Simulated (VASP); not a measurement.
# MgPd (Pm-3m) in VASP: single point with LDA

Aim: the single point of MgPd with LDA.

All numbers are computed with VASP 6.6.1; they aren't measurements. Logs are shortened: lines on timing, memory, paths and dates and some standing lists are left out, and cuts for length are marked.

**1. The cell of the first run**

Symmetry: Pm-3m, No. 221, cubic system. Conventional cell: a = 3.160 Å, b = 3.160 Å, c = 3.160 Å, α = 90.00°, β = 90.00°, γ = 90.00°. Within 3.6 Å of Mg (site symmetry m-3m) lie 8 Pd at 2.74 Å and 6 Mg at 3.16 Å. Within 3.6 Å of Pd (site symmetry m-3m) lie 8 Mg at 2.74 Å and 6 Pd at 3.16 Å.

**2. Single point, LDA**

File INCAR:

```
  PREC = Accurate
  ENCUT = 520
  EDIFF = 1E-7
  ISMEAR = 1
  SIGMA = 0.15
  LREAL = F
  LASPH = T
  NELM = 80
  ALGO = Normal
  ISIF = 2
  LWAVE = F
  LCHARG = F
  NBANDS = 13
```

File KPOINTS:

```
Automatic mesh
0
Gamma
  10 10 10
```

File POSCAR:

```
MgPd
1.0
    3.1600000000      0.0000000000      0.0000000000
    0.0000000000      3.1600000000      0.0000000000
    0.0000000000      0.0000000000      3.1600000000
Mg Pd
1 1
Direct
    0.0000000000      0.0000000000      0.0000000000
    0.5000000000      0.5000000000      0.5000000000
```

Potentials or basis: VASP PAW LDA potentials, release 64 (Mg, Pd).

Run with:

```
$ cat potpaw_LDA.64/Mg/POTCAR potpaw_LDA.64/Pd/POTCAR > POTCAR
$ mpirun -np 1 vasp_std > vasp.out
```

OUTCAR:

```text
PREC = Accurate
   ENCUT = 520
   EDIFF = 1E-7
   ISMEAR = 1
   LREAL = F
   LASPH = T
   NELM = 80
   ISIF = 2

 ion  position               nearest neighbor table
   1  0.000  0.000  0.000-   2 2.74   2 2.74   2 2.74   2 2.74   2 2.74   2 2.74   2 2.74   2 2.74

   2  0.500  0.500  0.500-   1 2.74   1 2.74   1 2.74   1 2.74   1 2.74   1 2.74   1 2.74   1 2.74

  LATTYP: Found a simple cubic cell.
 ALAT       =     3.1600000000

  Lattice vectors:

 A1 = (   3.1600000000,   0.0000000000,   0.0000000000)
 A2 = (   0.0000000000,   3.1600000000,   0.0000000000)
 A3 = (   0.0000000000,   0.0000000000,   3.1600000000)

Analysis of symmetry for initial positions (statically):
=====================================================================
 Subroutine PRICEL returns:
 Original cell was already a primitive cell.

 Routine SETGRP: Setting up the symmetry group for a
 simple cubic supercell.

 Subroutine GETGRP returns: Found 48 space group operations
 (whereof 48 operations were pure point group operations)
 out of a pool of 48 trial point group operations.

The static configuration has the point symmetry O_h .

Analysis of symmetry for dynamics (positions and initial velocities):
=====================================================================
 Subroutine PRICEL returns:
 Original cell was already a primitive cell.

 Routine SETGRP: Setting up the symmetry group for a
 simple cubic supercell.

 Subroutine GETGRP returns: Found 48 space group operations
 (whereof 48 operations were pure point group operations)
 out of a pool of 48 trial point group operations.

The dynamic configuration has the point symmetry O_h .

 Subroutine INISYM returns: Found 48 space group operations
 (whereof 48 operations are pure point group operations),
 and found     1 'primitive' translations

----------------------------------------------------------------------------------------

                                     Primitive cell

  volume of cell :      31.5545

  direct lattice vectors                    reciprocal lattice vectors
     3.160000000  0.000000000  0.000000000     0.316455696  0.000000000  0.000000000
     0.000000000  3.160000000  0.000000000     0.000000000  0.316455696  0.000000000
     0.000000000  0.000000000  3.160000000     0.000000000  0.000000000  0.316455696

  length of vectors
     3.160000000  3.160000000  3.160000000     0.316455696  0.316455696  0.316455696

  position of ions in fractional coordinates (direct lattice)
     0.000000000  0.000000000  0.000000000
     0.500000000  0.500000000  0.500000000

  ion indices of the primitive-cell ions
   primitive index   ion index
                 1           1
                 2           2

----------------------------------------------------------------------------------------

 KPOINTS: Automatic mesh

Automatic generation of k-mesh.
 Grid dimensions read from file:
 generate k-points for:   10   10   10

 Generating k-lattice:

  Cartesian coordinates                     Fractional coordinates (reciprocal lattice)
     0.031645570  0.000000000  0.000000000     0.100000000  0.000000000  0.000000000
     0.000000000  0.031645570  0.000000000     0.000000000  0.100000000  0.000000000
     0.000000000  0.000000000  0.031645570     0.000000000  0.000000000  0.100000000

  Length of vectors
     0.031645570  0.031645570  0.031645570

  Shift w.r.t. Gamma in fractional coordinates (k-lattice)
     0.000000000  0.000000000  0.000000000

 Subroutine IBZKPT returns following result:
 ===========================================

 Found     56 irreducible k-points:

 Following reciprocal coordinates:
            Coordinates               Weight
  0.000000  0.000000  0.000000      1.000000
  0.100000  0.000000  0.000000      6.000000
  0.200000  0.000000  0.000000      6.000000
  0.300000  0.000000  0.000000      6.000000
  0.400000  0.000000  0.000000      6.000000
  0.500000  0.000000  0.000000      3.000000
[... 16 lines left out ...]
  0.200000  0.100000  0.100000     24.000000
  0.300000  0.100000  0.100000     24.000000
 [... further k-points ...]
   k-points           NKPTS =     56   k-points in BZ     NKDIM =     56   number of bands    NBANDS=     13
   number of dos      NEDOS =    301   number of ions     NIONS =      2
   total plane-waves  NPLWV =  13824
   dimension x,y,z NGX =    24 NGY =   24 NGZ =   24
   dimension x,y,z NGXF=    48 NGYF=   48 NGZF=   48
   ions per type =               1   1
   NGX,Y,Z   is equivalent  to a cutoff of  12.63, 12.63, 12.63 a.u.
   NGXF,Y,Z  is equivalent  to a cutoff of  25.25, 25.25, 25.25 a.u.
 SYSTEM =  unknown system
   PREC   = accura    normal or accurate (medium, high low for compatibility)
   ISTART =      0    job   : 0-new  1-cont  2-samecut
   ICHARG =      2    charge: 1-file 2-atom 10-const
   ISPIN  =      1    spin polarized calculation?
   LNONCOLLINEAR =      F non collinear calculations
   LSORBIT =      F    spin-orbit coupling
   LASPH  =      T    aspherical Exc in radial PAW
   ENCUT  =  520.0 eV  38.22 Ry    6.18 a.u.   5.88  5.88  5.88*2*pi/ulx,y,z
   NELM   =     80;   NELMIN=  2; NELMDL= -5     # of ELM steps
   EDIFF  = 0.1E-06   stopping-criterion for ELM
   LREAL  =      F    real-space projection
   EDIFFG = 0.1E-05   stopping-criterion for IOM
   NSW    =      0    number of steps for IOM
   IBRION =     -1    ionic relax: 0-MD 1-quasi-New 2-CG
   NFREE  =      0    steps in history (QN), initial steepest desc. (CG)
   ISIF   =      2    stress and relaxation
   ISYM   =      2    0-nonsym 1-usesym 2-fastsym
   POTIM  = 0.5000    time-step for ionic-motion
   TEBEG  =    0.0;   TEEND  =   0.0 temperature during run
   PSTRESS=    0.0 pullay stress
   NELECT =      12.0000    total number of electrons
   NUPDOWN=      -1.0000    fix difference up-down
   EMIN   =  10.00;   EMAX   =-10.00  energy-range for DOS
   EFERMI =   0.00;   METHOD = LEGACY
   ISMEAR =     1;   SIGMA  =   0.15  broadening in eV -4-tet -1-fermi 0-gaus
   EFERMI_NEDOS =   21; number of points for ismear=-14 and -15
   IALGO  =     38    algorithm
   IMIX   =      4    mixing-type and parameters
     AMIX     =   0.40;   BMIX     =  1.00
     AMIX_MAG =   1.60;   BMIX_MAG =  1.00
  volume/ion in A,a.u.               =      15.78       106.47
  Fermi-wavevector in a.u.,A,eV,Ry     =   1.186082  2.241371 19.140557  1.406791
  Thomas-Fermi vector in A             =   2.322263
   LORBIT       =      0    0 simple, 1 ext, 2 COOP (PROOUT), +10 PAW based schemes
   GGA     = CA    functional components
   LHFCALC =     F    Hartree Fock is set to
   AEXX    =    0.0000 exact exchange contribution
   IVDW    =     0    specifies the selected vdW correction
   LEPSILON=     F    determine dielectric tensor
   LRPA    =     F    only Hartree local field effects (RPA)
 non-spin polarized calculation
 Methfessel and Paxton  Order N= 1 SIGMA  =   0.15
  energy-cutoff  :      520.00
  volume of cell :       31.55
 maximum number of plane-waves:       876
 NGX is ok and might be reduce to    24
   NGX = 11   NGY = 11   NGZ = 11

 number of electron      12.0000002 magnetization

 Free energy of the ion-electron system (eV)
  ---------------------------------------------------
  ext. energy  EPLUGINS =         0.00000000
  ---------------------------------------------------
  free energy    TOTEN  =        -9.84784636 eV

  energy without entropy =       -9.84678718  energy(sigma->0) =       -9.84749330

 E-fermi :   6.5241     XC(G=0): -11.5100

 val. band max:        6.4439278876   @ k =   0.5000   0.2000   0.2000
 cond. band min:       6.5306855836   @ k =   0.5000   0.4000   0.1000
 fundamental gap:      0.0867576960
 Fermi energy:         6.5240949559

 k-point     1 :       0.0000    0.0000    0.0000
  band No.  band energies     occupation
      1      -1.0682      2.00000
      2       2.5354      2.00000
      3       2.5354      2.00000
      4       4.5292      2.00000
      5       4.5292      2.00000
      6       4.5292      2.00000
      7      13.5432      0.00000
      8      13.5432      0.00000
      9      13.5432      0.00000
     10      16.4517      0.00000
     11      16.4517      0.00000
     12      20.8271      0.00000
     13      26.0557      0.00000

 k-point     2 :       0.1000    0.0000    0.0000
  band No.  band energies     occupation
      1      -0.9027      2.00000
      2       2.5681      2.00000
      3       2.6051      2.00000
      4       4.4458      2.00000
      5       4.4458      2.00000
      6       4.5388      2.00000
      7      12.2782      0.00000
      8      13.7702      0.00000
      9      13.7702      0.00000
     10      16.3279      0.00000
     11      17.4126      0.00000
     12      21.4367      0.00000
     13      25.1169      0.00000

 k-point     3 :       0.2000    0.0000    0.0000
  band No.  band energies     occupation
      1      -0.4232      2.00000
      2       2.6555      2.00000
      3       2.7892      2.00000
      4       4.2389      2.00000
      5       4.2389      2.00000
      6       4.5640      2.00000
      7      10.2545      0.00000
      8      14.4005      0.00000
      9      14.4005      0.00000
     10      15.9997      0.00000
     11      18.4830      0.00000
     12      23.2955      0.00000
     13      23.4678      0.00000

 k-point     4 :       0.3000    0.0000    0.0000
  band No.  band energies     occupation
      1       0.3094      2.00000
      2       2.7675      2.00000
      3       3.0107      2.00000
      4       4.0026      2.00000
      5       4.0026      2.00000
      6       4.5953      2.00000
      7       8.3528     -0.00000
      8      15.3109      0.00000
      9      15.3109      0.00000
     10      15.5883      0.00000
     11      19.2256      0.00000
     12      21.8041      0.00000
     13      21.8041      0.00000

 k-point     5 :       0.4000    0.0000    0.0000
  band No.  band energies     occupation
      1       1.1336      2.00000
      2       2.8616      2.00000
      3       3.1436      2.00000
      4       3.8244      2.00000
      5       3.8244      2.00000
      6       4.6209      2.00000
      7       6.8800     -0.00401
      8      15.2530      0.00000
      9      16.3140      0.00000
     10      16.3140      0.00000
     11      19.9129      0.00000
     12      20.3643      0.00000
     13      20.3643      0.00000
[... 257 lines left out ...]
 k-point    22 :       0.1000    0.1000    0.1000
  band No.  band energies     occupation
      1      -0.5761      2.00000
      2       2.6915      2.00000
      3       2.6915      2.00000
      4       4.3541      2.00000
      5       4.3745      2.00000
      6       4.3745      2.00000
      7      12.4866      0.00000
      8      12.4866      0.00000
      9      13.0673      0.00000
     10      17.8916      0.00000
     11      17.8916      0.00000
     12      22.3850      0.00000
     13      23.6979      0.00000

 k-point    23 :       0.2000    0.1000    0.1000
  band No.  band energies     occupation
      1      -0.1068      2.00000
      2       2.7767      2.00000
      3       2.8832      2.00000
      4       4.1494      2.00000
      5       4.1610      2.00000
      6       4.3958      2.00000
      7      10.5782      0.00000
      8      13.0079      0.00000
      9      13.4910      0.00000
     10      17.5469      0.00000
     11      19.4199      0.00000
     12      22.2426      0.00000
     13      22.3711      0.00000

 k-point    24 :       0.3000    0.1000    0.1000
  band No.  band energies     occupation
      1       0.6050      2.00000
      2       2.8897      2.00000
      3       3.0512      2.00000
      4       3.8892      2.00000
      5       4.0317      2.00000
      6       4.4292      2.00000
      7       8.6533     -0.00000
      8      13.7141      0.00000
      9      14.2990      0.00000
     10      17.0177      0.00000
     11      20.2695      0.00000
     12      20.7212      0.00000
     13      21.4295      0.00000

 [... further k-points ...]
[... 5 lines left out ...]
  --------------------------------------------------------------------------------------
  -------------------------------------------------------------------------------------
  Total       -1.1506797     -1.1506797     -1.1506797     -0.0000000      0.0000000     -0.0000000
  in kB      -58.4256825    -58.4256825    -58.4256825     -0.0000000      0.0000000     -0.0000000
  external PRESSURE =     -58.4256825 kB  Pullay stress =       0.0000000 kB

 VOLUME and BASIS-vectors are now :
 -----------------------------------------------------------------------------
  energy-cutoff  :      520.00
  volume of cell :       31.55
      direct lattice vectors                 reciprocal lattice vectors
     3.160000000  0.000000000  0.000000000     0.316455696  0.000000000  0.000000000
     0.000000000  3.160000000  0.000000000     0.000000000  0.316455696  0.000000000
     0.000000000  0.000000000  3.160000000     0.000000000  0.000000000  0.316455696

 POSITION                                       TOTAL-FORCE (eV/Angst)
 -----------------------------------------------------------------------------------
      0.00000      0.00000      0.00000         0.000000      0.000000      0.000000
      1.58000      1.58000      1.58000         0.000000      0.000000      0.000000
 -----------------------------------------------------------------------------------
    total drift:                                0.000000     -0.000000     -0.000000

  FREE ENERGIE OF THE ION-ELECTRON SYSTEM (eV)
  ---------------------------------------------------
  free  energy   TOTEN  =        -9.8478463558 eV

  energy  without entropy=       -9.8467871836  energy(sigma->0) =       -9.84749330
```

It took 24 s on 1 thread of Intel Xeon 8259CL, shared host; peak memory 0.14 GiB.

Results:

| Property | Result |
| --- | --- |
| Free energy | -9.8478 eV |
| Pressure | -5.8 GPa |
| Band gap on the k mesh | zero (bands 6 and 7 overlap by 3.70 eV) |

Levels at points of the mesh, in eV from the Fermi level:
| k point | band 2 | band 3 | band 4 | band 5 | band 6 | band 7 | band 8 | band 9 | band 10 | band 11 |
| --- | --- | --- | --- | --- | --- | --- | --- | --- | --- | --- |
| (0.00, 0.00, 0.00) | -3.99 | -3.99 | -1.99 | -1.99 | -1.99 | 7.02 | 7.02 | 7.02 | 9.93 | 9.93 |
| (0.50, 0.00, 0.00) | -3.63 | -3.39 | -2.77 | -2.77 | -1.89 | -0.25 | 8.60 | 10.36 | 10.36 | 13.12 |
| (0.50, 0.50, 0.00) | -3.67 | -2.64 | -2.64 | -1.29 | -0.21 | -0.21 | 2.65 | 5.23 | 13.14 | 14.14 |
| (0.50, 0.50, 0.50) | -4.17 | -4.17 | -1.25 | -1.25 | 3.45 | 3.45 | 3.45 | 6.22 | 7.19 | 7.19 |

Caveat: the cell stands under tension.
